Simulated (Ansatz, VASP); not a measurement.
# CuO in VASP and in Ansatz

File POSCAR:

```
CuO
1.0
    2.1247350000     -2.0304310000      0.0000000000
    2.1247350000      2.0304310000      0.0000000000
   -0.2253380000      0.0000000000      5.1557990000
Cu O
2 2
Direct
    0.5000000000      0.0000000000      0.5000000000
    0.0000000000      0.5000000000      0.0000000000
    0.5138720000      0.4861280000      0.2500000000
    0.4861280000      0.5138720000      0.7500000000
```

File INCAR.step1:

```
SYSTEM = CuO
PREC     = Accurate       ! precision mode
ENCUT    = 520            ! plane-wave cutoff, eV
ISMEAR   = 0              ! smearing method
SIGMA    = 0.1            ! smearing width, eV
LREAL    = .FALSE.        ! projectors in reciprocal space
LASPH    = .TRUE.         ! aspherical terms in the spheres
NELM     = 150            ! most SCF steps
ISPIN    = 2              ! spin polarisation
MAGMOM   = 1 1 0 0        ! initial moments
LMAXMIX  = 4              ! l up to which the mixer works
LDAU     = .TRUE.         ! DFT+U
LDAUTYPE = 2            
LDAUL    = 2 -1           ! shell
LDAUU    = 4 0            ! U, eV
LDAUJ    = 0 0          
NBANDS   = 29             ! bands
GGA      = PE             ! functional
ALGO     = Normal         ! electronic algorithm
EDIFF    = 1E-4           ! SCF threshold, eV
LWAVE    = .TRUE.         ! write WAVECAR
LCHARG   = .FALSE.        ! write CHGCAR
```

INCAR.step2

```
SYSTEM = CuO
PREC     = Accurate       ! precision mode
ENCUT    = 520            ! plane-wave cutoff, eV
EDIFF    = 1E-6           ! SCF threshold, eV
ISMEAR   = 0              ! smearing method
SIGMA    = 0.1            ! smearing width, eV
LREAL    = .FALSE.        ! projectors in reciprocal space
LASPH    = .TRUE.         ! aspherical terms in the spheres
NELM     = 150            ! most SCF steps
ALGO     = Normal         ! electronic algorithm
ISIF     = 2              ! what is computed and relaxed
LWAVE    = .FALSE.        ! write WAVECAR
LCHARG   = .TRUE.         ! write CHGCAR
ISPIN    = 2              ! spin polarisation
MAGMOM   = 1 1 0 0        ! initial moments
LORBIT   = 11             ! projections on sites
LMAXMIX  = 4              ! l up to which the mixer works
LDAU     = .TRUE.         ! DFT+U
LDAUTYPE = 2            
LDAUL    = 2 -1           ! shell
LDAUU    = 4 0            ! U, eV
LDAUJ    = 0 0          
LDAUPRINT= 1            
METAGGA  = R2SCAN         ! meta-GGA
LMIXTAU  = .TRUE.       
LELF     = .TRUE.         ! ELF
LVHAR    = .TRUE.       
NBANDS   = 29             ! bands
ISTART   = 1
```

The input KPOINTS:

```
regular mesh
0
G
  6 6 4
  0 0 0
```

Input for Ansatz:

```yaml
crystal:
  lattice:
    - [2.124735, -2.030431, 0.0]
    - [2.124735, 2.030431, 0.0]
    - [-0.225338, 0.0, 5.155799]
  atoms:
    - { symbol: Cu, position: [0.5, 0.0, 0.5], spin: 1.0 }
    - { symbol: Cu, position: [0.0, 0.5, 0.0], spin: 1.0 }
    - { symbol: O, position: [0.513872, 0.486128, 0.25] }
    - { symbol: O, position: [0.486128, 0.513872, 0.75] }
basis:
  ecutwfc: 500
kpoints:
  mp_grid: { grid: [6, 6, 4] }
hamiltonian:
  xc: r2scan
  hubbard: { sites: [{ species: Cu, l: d, u_eff: 4.0 }] }
scf:
  occupations: { method: gaussian, width: 0.1 }
  lower_state_search: "off"
output:
  forces: true
  stress: true
  eigenvalues: true
  populations: true
magnetization:
  spin_polarized: true
```

Alike in both runs: task single point; functional r2SCAN; k mesh 6 × 6 × 4; occupations gaussian, width 0.1 eV; collinear spin; Hubbard terms Cu d U = 4.0 eV.

|  | VASP | Ansatz |
| --- | --- | --- |
| version | VASP 6.6.1 | Ansatz 0.2.0 |
| potentials or method | VASP PAW PBE potentials, release 64 (Cu, O), cutoff 520 eV | scalar-relativistic, plane waves, PAW |
| valence electrons in the cell | 34 | 50 |

|  | VASP | Ansatz | Ansatz less VASP |
| --- | --- | --- | --- |
| gap on the k mesh at the Fermi level (eV) | 0.73 | 0.35 | -0.383 |
| least direct gap on the mesh (eV) | 0.73 | 0.35 | -0.383 |
| pressure (GPa) | -5.8 | -3.6 | +2.20 |
| traceless stress, the component that is largest in VASP (GPa) | 1.67 | 1.86 | +0.185 |
| net moment per atom (μB) | 0.50 | 0.50 | 0.000 |
| size of the moment on the site where the two differ most (μB) | 0.28 | 0.32 | +0.034 |

VASP's potentials were made for PBE, not for r2SCAN. Site moments also hang on the region over which each program counts them. The programs project onto different local orbitals, so the same U acts differently, and such runs can settle in different states. VASP's potentials hold 34 valence electrons a cell and Ansatz's 50, so a difference there can come from the potentials and not from the codes. Ansatz's warnings: stability check not made.
